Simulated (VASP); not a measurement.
# AlH8 (P-6m2) in VASP: notebook

The runs below take AlH8 through single point, relaxation of cell and atoms, with PBE.

All numbers are computed with VASP 6.6.1; they aren't measurements. Logs are shortened: lines on timing, memory, paths and dates and some standing lists are left out, and cuts for length are marked.

**1. The cell of the first run**

Symmetry: P-6m2, No. 187, hexagonal system. The conventional cell has a = 5.919 Å, b = 5.919 Å, c = 5.426 Å, α = 90.00°, β = 90.00°, γ = 120.00°. Within 2.1 Å of Al (site symmetry -6m2) lie 3 H at 1.60 Å. Within 2.1 Å of H (site symmetry mm2) lie 1 Al at 1.60 Å. H (site symmetry 3m) has 1 H at 0.75 Å within 1.0 Å. Within 4.4 Å of H (site symmetry -6m2) lie 18 H at 3.27 to 4.14 Å and 6 Al at 4.36 Å. H (site symmetry 3m) has 1 H at 0.75 Å within 1.0 Å.

The cell was generated, and may not be a known phase.

**2. Single point, PBE**

File INCAR:

```
PREC = Accurate
ENCUT = 520
EDIFF = 1E-6
ISMEAR = 0
SIGMA = 0.1
LREAL = F
LASPH = T
NELM = 60
ALGO = Normal
ISIF = 2
LWAVE = F
LCHARG = F
GGA = PE
NBANDS = 16
```

File KPOINTS:

```
Automatic mesh
0
Gamma
  6 6 4
```

File POSCAR:

```
AlH8
1.0
    5.9189003686      0.0000000000      0.0000000000
   -2.9594501843      5.1259180817      0.0000000000
    0.0000000000      0.0000000000      5.4256742557
Al H
1 8
Direct
    0.0000000000      0.0000000000      0.5000000000
    0.8440177310      0.1559822690      0.5000000000
    0.8440177310      0.6880354619      0.5000000000
    0.3119645381      0.1559822690      0.5000000000
    0.0000000000      0.0000000000      0.9309840628
    0.0000000000      0.0000000000      0.0690159372
    0.6666666667      0.3333333333      0.0000000000
    0.3333333333      0.6666666667      0.4310340412
    0.3333333333      0.6666666667      0.5689659588
```

Potentials or basis: VASP PAW PBE potentials, release 64 (Al, H).

Launch:

```console
$ cat potpaw_PBE.64/Al/POTCAR potpaw_PBE.64/H/POTCAR > POTCAR
$ mpirun -np 1 vasp_std > vasp.out
```

OUTCAR:

```text
PREC = Accurate
   ENCUT = 520
   EDIFF = 1E-6
   ISMEAR = 0
   LREAL = F
   LASPH = T
   NELM = 60
   ISIF = 2
   GGA = PE

 ion  position               nearest neighbor table
   1  0.000  0.000  0.500-   2 1.60   4 1.60   3 1.60
   2  0.844  0.156  0.500-   1 1.60
   3  0.844  0.688  0.500-   1 1.60
   4  0.312  0.156  0.500-   1 1.60
   5  0.000  0.000  0.931-   6 0.75
   6  0.000  0.000  0.069-   5 0.75
   7  0.667  0.333  0.000-
   8  0.333  0.667  0.431-   9 0.75
   9  0.333  0.667  0.569-   8 0.75

  LATTYP: Found a hexagonal cell.
 ALAT       =     5.9189003686
 C/A-ratio  =     0.9166692997

  Lattice vectors:

 A1 = (   5.9189003686,   0.0000000000,   0.0000000000)
 A2 = (  -2.9594501843,   5.1259180817,   0.0000000000)
 A3 = (   0.0000000000,   0.0000000000,   5.4256742557)

Analysis of symmetry for initial positions (statically):
=====================================================================
 Subroutine PRICEL returns:
 Original cell was already a primitive cell.

 Routine SETGRP: Setting up the symmetry group for a
 hexagonal supercell.

 Subroutine GETGRP returns: Found 12 space group operations
 (whereof 12 operations were pure point group operations)
 out of a pool of 24 trial point group operations.

The static configuration has the point symmetry D_3h.

Analysis of symmetry for dynamics (positions and initial velocities):
=====================================================================
 Subroutine PRICEL returns:
 Original cell was already a primitive cell.

 Routine SETGRP: Setting up the symmetry group for a
 hexagonal supercell.

 Subroutine GETGRP returns: Found 12 space group operations
 (whereof 12 operations were pure point group operations)
 out of a pool of 24 trial point group operations.

The dynamic configuration has the point symmetry D_3h.

 Subroutine INISYM returns: Found 12 space group operations
 (whereof 12 operations are pure point group operations),
 and found     1 'primitive' translations

----------------------------------------------------------------------------------------

                                     Primitive cell

  volume of cell :     164.6139

  direct lattice vectors                    reciprocal lattice vectors
     5.918900369  0.000000000  0.000000000     0.168950301  0.097543502  0.000000000
    -2.959450184  5.125918082  0.000000000     0.000000000  0.195087004  0.000000000
     0.000000000  0.000000000  5.425674256     0.000000000  0.000000000  0.184308890
[... 104 lines left out ...]
   PSTRESS=    0.0 pullay stress
   NELECT =      11.0000    total number of electrons
   NUPDOWN=      -1.0000    fix difference up-down
   EMIN   =  10.00;   EMAX   =-10.00  energy-range for DOS
   EFERMI =   0.00;   METHOD = LEGACY
   ISMEAR =     0;   SIGMA  =   0.10  broadening in eV -4-tet -1-fermi 0-gaus
   EFERMI_NEDOS =   21; number of points for ismear=-14 and -15
   IALGO  =     38    algorithm
   IMIX   =      4    mixing-type and parameters
     AMIX     =   0.40;   BMIX     =  1.00
     AMIX_MAG =   1.60;   BMIX_MAG =  1.00
  volume/ion in A,a.u.               =      18.29       123.43
  Fermi-wavevector in a.u.,A,eV,Ry     =   0.664330  1.255401  6.004711  0.441334
  Thomas-Fermi vector in A             =   1.737984
   LORBIT       =      0    0 simple, 1 ext, 2 COOP (PROOUT), +10 PAW based schemes
   GGA     = PE    functional components
   LHFCALC =     F    Hartree Fock is set to
   AEXX    =    0.0000 exact exchange contribution
   IVDW    =     0    specifies the selected vdW correction
   LEPSILON=     F    determine dielectric tensor
   LRPA    =     F    only Hartree local field effects (RPA)
 non-spin polarized calculation
 Gauss-broadening in eV      SIGMA  =   0.10
  energy-cutoff  :      520.00
  volume of cell :      164.61
 maximum number of plane-waves:      4479
 NGX is ok and might be reduce to    48
   NGX = 21   NGY = 21   NGZ = 21

 number of electron      10.9999996 magnetization

 Free energy of the ion-electron system (eV)
  ---------------------------------------------------
  ext. energy  EPLUGINS =         0.00000000
  ---------------------------------------------------
  free energy    TOTEN  =       -26.06013272 eV

  energy without entropy =      -26.02696895  energy(sigma->0) =      -26.04355083

 E-fermi :  -3.9069     XC(G=0):  -5.1038

 val. band max:       -3.9128113852   @ k =   0.1667   0.1667   0.2500
 cond. band min:      -3.8981674587   @ k =   0.3333  -0.0000   0.2500
 fundamental gap:      0.0146439265
 Fermi energy:        -3.9069041708

 k-point     1 :       0.0000    0.0000    0.0000
  band No.  band energies     occupation
      1     -10.5659      2.00000
      2      -8.5505      2.00000
      3      -7.2261      2.00000
      4      -5.0633      2.00000
      5      -5.0633      2.00000
      6      -3.9595      1.54328
[... 376 lines left out ...]
      3      -8.2760      2.00000
      4      -5.5232      2.00000
      5      -4.9666      2.00000
      6      -4.0280      1.91318
[... 8 lines left out ...]
     15       5.1998      0.00000
     16       5.2487      0.00000

------------------------ aborting loop because EDIFF is reached ----------------------------------------

  FORCE on cell =-STRESS in cart. coord.  units (eV):
  Direction    XX          YY          ZZ          XY          YZ          ZX
  --------------------------------------------------------------------------------------
  -------------------------------------------------------------------------------------
  Total        0.0700050      0.0700050     -0.0219686      0.0000000     -0.0000000     -0.0000000
  in kB        0.6813545      0.6813545     -0.2138188      0.0000000     -0.0000000     -0.0000000
  external PRESSURE =       0.3829634 kB  Pullay stress =       0.0000000 kB

 VOLUME and BASIS-vectors are now :
 -----------------------------------------------------------------------------
  energy-cutoff  :      520.00
  volume of cell :      164.61
      direct lattice vectors                 reciprocal lattice vectors
     5.918900369  0.000000000  0.000000000     0.168950301  0.097543502  0.000000000
    -2.959450184  5.125918082  0.000000000     0.000000000  0.195087004  0.000000000
     0.000000000  0.000000000  5.425674256     0.000000000  0.000000000  0.184308890

 POSITION                                       TOTAL-FORCE (eV/Angst)
 -----------------------------------------------------------------------------------
      0.00000      0.00000      2.71284        -0.000000     -0.000000      0.000000
      4.53404      0.79955      2.71284         0.005468     -0.003157      0.000000
      2.95945      3.52681      2.71284         0.000000      0.006314      0.000000
      1.38487      0.79955      2.71284        -0.005468     -0.003157      0.000000
      0.00000      0.00000      5.05122         0.000000     -0.000000      0.011924
      0.00000      0.00000      0.37446         0.000000     -0.000000     -0.011924
      2.95945      1.70864      0.00000         0.000000     -0.000000      0.000000
     -0.00000      3.41728      2.33865        -0.000000     -0.000000      0.014662
     -0.00000      3.41728      3.08702         0.000000     -0.000000     -0.014662
 -----------------------------------------------------------------------------------
    total drift:                                0.000000     -0.000000     -0.000000

  FREE ENERGIE OF THE ION-ELECTRON SYSTEM (eV)
  ---------------------------------------------------
  free  energy   TOTEN  =       -26.0601327229 eV

  energy  without entropy=      -26.0269689463  energy(sigma->0) =      -26.04355083
```

stdout:

```text
POSCAR found type information on POSCAR AlH
 POSCAR found :  2 types and       9 ions
 scaLAPACK will be used
 LDA part: xc-table for (Slater+PW92), standard interpolation
 POSCAR, INCAR and KPOINTS ok, starting setup
 FFT: planning ... GRIDC
 FFT: planning ... GRID_SOFT
 FFT: planning ... GRID
 WAVECAR not read
 entering main loop
```

It took 46 s on 1 thread of Intel Xeon Platinum 8259CL at 2.50GHz (Skylake/Cascade Lake), shared host; peak memory 0.3 GiB.

Results:

```
Free energy            : -26.0601 eV
Pressure               : 0.0 GPa
Largest force          : 0.015 eV/Å
Band gap on the k mesh : zero (an odd number of electrons rules out a gap without spin polarisation)
```

Forces on the atoms (eV/Å):
```
Al   0.000  0.000  0.000
H    0.005 -0.003  0.000
H    0.000  0.006  0.000
H   -0.005 -0.003  0.000
H    0.000  0.000  0.012
H    0.000  0.000 -0.012
H    0.000  0.000  0.000
H    0.000  0.000  0.015
H    0.000  0.000 -0.015
```

(Continued in part 2 of 2.)

The gap in the log of VASP goes by the Fermi energy; the results here count the filled bands.